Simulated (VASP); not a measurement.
A run of VASP 6.6.1 is set up as follows.

Contents of INCAR:

```
SYSTEM = Ba
ALGO = Normal ; EDIFF = 1E-6
ENCUT = 520 ; GGA = RE
ISIF = 2 ; ISMEAR = -1
LASPH = .TRUE. ; LCHARG = .TRUE.
LELF = .TRUE. ; LREAL = .FALSE.
LVHAR = .TRUE. ; LWAVE = .FALSE.
NBANDS = 11 ; NELM = 80
PREC = Accurate ; SIGMA = 0.1
```

The input KPOINTS:

```
k-points
0
G
  9 9 9
  0 0 0
```

The input POSCAR:

```
Ba
1.0
    4.0441372922      0.0000000000      0.0000000000
    0.0000000000      4.0441372922      0.0000000000
    0.0000000000      0.0000000000      4.0441372922
Ba
1
Direct
    0.0000000000      0.0000000000      0.0000000000
```

Potentials or basis: VASP PAW PBE potentials, release 64 (Ba_sv).

The run is started by

```bash
$ cat potpaw_PBE.64/Ba_sv/POTCAR > POTCAR
$ mpirun -np 1 vasp_std > vasp.out
```

(1) Predict the pressure.

(2) What does it give for the band gap on the k mesh?

Results:

(1) 0.1 GPa.

(2) 0.13 eV, direct.

Caveat: the PAW data sets were made with another functional, which shifts forces and pressure a little; spin-orbit coupling is left out, which moves the levels of the heavy elements.
